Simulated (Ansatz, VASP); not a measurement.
**LiNbO3 in VASP and in Ansatz**

Contents of INCAR:

```
SYSTEM = LiNbO3
PREC = Accurate
ENCUT = 600
EDIFF = 1E-7
ISMEAR = 0
SIGMA = 0.1
LREAL = .FALSE.
LASPH = .TRUE.
NELM = 150
ALGO = Normal
ISIF = 3
LWAVE = .FALSE.
LCHARG = .FALSE.
ISPIN = 2
MAGMOM = 0 0 0 0 0
LORBIT = 11
LMAXMIX = 4
GGA = PE
IBRION = 2
NSW = 90
EDIFFG = -0.04
```

Contents of KPOINTS:

```
regular mesh
0
G
  6 6 6
  0 0 0
```

POSCAR

```
LiNbO3
1.0
    2.2508074500      1.2995042900      3.4482652400
   -2.2508074500      1.2995042900      3.4482652400
    0.0000000000     -2.5990085700      3.4482652400
Li Nb O
1 1 3
Direct
    0.0000000000      0.0000000000      0.0000000000
    0.5000000000      0.5000000000      0.5000000000
    0.5000000000      0.5000000000      0.0000000000
    0.0000000000      0.5000000000      0.5000000000
    0.5000000000      0.0000000000      0.5000000000
```

Input for Ansatz:

```yaml
crystal:
  lattice:
    - [2.25080745, 1.29950429, 3.44826524]
    - [-2.25080745, 1.29950429, 3.44826524]
    - [0.0, -2.59900857, 3.44826524]
  atoms:
    - { symbol: Li, position: [0.0, 0.0, 0.0] }
    - { symbol: Nb, position: [0.5, 0.5, 0.5] }
    - { symbol: O, position: [0.5, 0.5, 0.0] }
    - { symbol: O, position: [0.0, 0.5, 0.5] }
    - { symbol: O, position: [0.5, 0.0, 0.5] }
basis:
  ecutwfc: 420
kpoints:
  mp_grid: { grid: [6, 6, 6] }
hamiltonian:
  xc: pbe
scf:
  occupations: { method: gaussian, width: 0.1 }
  lower_state_search: "off"
output:
  forces: true
  stress: true
  eigenvalues: true
  populations: true
magnetization:
  spin_polarized: true
relax:
  adjacent_minimum: "off"
  f_tol: 0.04
  max_steps: 70
  cell: { stress_tol: 0.4 }
```

Alike in both runs: task relaxation of cell and atoms; functional PBE; k mesh 6 × 6 × 6; occupations gaussian, width 0.1 eV; collinear spin.

```csv
,VASP,Ansatz
version,VASP 6.6.1,Ansatz 0.2.0
potentials or method,"VASP PAW PBE potentials, release 64 (Li_sv, Nb_sv, O), cutoff 600 eV","scalar-relativistic, plane waves, PAW"
valence electrons in the cell,34,34
```

```tsv
	VASP	Ansatz	Ansatz less VASP
gap on the k mesh at the Fermi level, each at its own relaxed structure (eV)	1.69	1.70	+0.013
net moment per atom (μB)	0.00	0.00	0.000
relaxed volume (Å³/atom)	12.24	12.38	+0.143
relaxed cell length with the largest relative difference (Å)	3.941	3.956	+0.0147
```

Ansatz's warnings: no starting moments.

Noted on VASP's run: the cutoff is short for stress, so the pressure is rough.
